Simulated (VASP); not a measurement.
## CdSe: electric field gradients with PBE

Crystal: CdSe.

```
Cd Se
1.0
     0.09211    3.11633    3.11633
     3.11633    0.09211    3.11633
     3.11633    3.11633    0.09211
Cd Se
1 1
Direct
  0.00000 0.00000 0.00000
  0.25000 0.25000 0.25000
```

This cell differs from its parent crystal: equal xy, yz and zx shear strains of +3 %.

```
Program                : VASP 6.6.1
Task                   : electric field gradients
Functional             : PBE
Potentials or basis    : VASP PAW PBE potentials, release 64 (Cd, Se)
Cutoff                 : 520 eV
k mesh                 : 8 × 8 × 8
Occupations            : fermi-dirac, width 0.03 eV
Spin                   : no spin polarisation
Dipole correction      : no
Further INCAR settings : ALGO = Normal; EDIFF = 1e-08; NBANDS = 16
```

```json
{
 "Pressure": "1.8 GPa",
 "Largest force": "0.268 eV/Å",
 "Band gap on the k mesh": "0.52 eV, direct"
}
```

Forces in eV/Å, atoms in the order of the input:
```
Cd   0.155  0.155  0.155
Se  -0.155 -0.155 -0.155
```

Stress tensor (GPa, compression positive):
```
 1.77 -1.20 -1.20
-1.20  1.77 -1.20
-1.20 -1.20  1.77
```

Levels at points of the mesh, in eV from the valence-band top:
```
           k point  band 5  band 6  band 7  band 8  band 9  band 10  band 11  band 12  band 13  band 14
(0.00, 0.00, 0.00)   -7.55   -7.55   -0.17    0.00    0.00     0.52     5.56     6.07     6.07     9.64
(0.50, 0.00, 0.00)   -7.52   -7.26   -4.28   -0.82   -0.78     2.25     6.17     6.51     7.35     9.90
(0.50, 0.50, 0.00)   -7.50   -7.21   -4.01   -1.90   -1.70     3.11     3.72     8.84    10.04    10.05
(0.50, 0.50, 0.50)   -7.53   -7.31   -4.25   -0.62   -0.62     2.48     6.56     6.56     7.09    10.04
```

Electric field gradients, principal values (V/Å²):
| atom | least | middle | greatest (by size) |
| --- | --- | --- | --- |
| 1 Cd | -15.562 | -15.562 | 31.124 |
| 2 Se | -6.848 | -6.848 | 13.695 |

It took 55 s on 1 thread of Intel(R) Xeon(R) Platinum 8488C (Sapphire Rapids), with other jobs on the host, peak memory 0.23 GiB.

Caveat: the cell differs from its parent crystal (equal xy, yz and zx shear strains of +3 %); without QUAD_EFG the Cq values of the log hold for a quadrupole moment of 1 mb, not for the nuclei.
